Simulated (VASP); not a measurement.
Set up this calculation in VASP 6.6.1, as the native input.

```
Task                   : electric field gradients
Functional             : LDA
Potentials or basis    : VASP PAW LDA potentials, release 64 (Tl_d, Ag, Te)
Cutoff                 : 520 eV
k mesh                 : 13 × 13 × 13
Occupations            : fermi-dirac, width 0.05 eV
Spin                   : no spin polarisation
Dipole correction      : no
Further INCAR settings : ALGO = Normal; EDIFF = 1e-08; NBANDS = 26
```

The structure of TlAgTe2 lies in POSCAR:

```
TlAgTe2
1.0
   -1.9600000000      1.9600000000      7.6100000000
    1.9600000000     -1.9600000000      7.6100000000
    1.9600000000      1.9600000000     -7.6100000000
Tl Ag Te
1 1 2
Direct
    0.0000000000      0.0000000000      0.0000000000
    0.7500000000      0.2500000000      0.5000000000
    0.3690000000      0.3690000000      0.0000000000
    0.6310000000      0.6310000000      0.0000000000
```

The input as run:

INCAR

```
SYSTEM = TlAgTe2
ALGO = Normal
EDIFF = 1E-8
ENCUT = 520
GGA = CA
ISIF = 2
ISMEAR = -1
LASPH = .True.
LCHARG = .False.
LEFG = .True.
LREAL = .False.
LWAVE = .False.
NBANDS = 26
NELM = 100
PREC = Accurate
SIGMA = 0.05
```

KPOINTS

```
k-points
0
Gamma
  13 13 13
  0 0 0
```

Potentials or basis: VASP PAW LDA potentials, release 64 (Tl_d, Ag, Te).

Run with:

```console
$ cat potpaw_LDA.64/Tl_d/POTCAR potpaw_LDA.64/Ag/POTCAR potpaw_LDA.64/Te/POTCAR > POTCAR
$ mpirun -np 1 vasp_std > vasp.out
```

Results of the run:

The pressure is -1.4 GPa. The largest force is 0.148 eV/Å. The band gap on the k mesh is zero (bands 18 and 19 overlap by 1.68 eV). The largest electric field gradient by atom is Tl +6.7; Ag -43.2; Te -191.1 V/Å².

Caveat: without QUAD_EFG the Cq values of the log hold for a quadrupole moment of 1 mb, not for the nuclei; spin-orbit coupling is left out, which moves the levels of the heavy elements.

It took 13 min on 1 thread of Intel(R) Xeon(R) 6975P-C (Granite Rapids), on a shared host, peak memory 0.85 GiB.
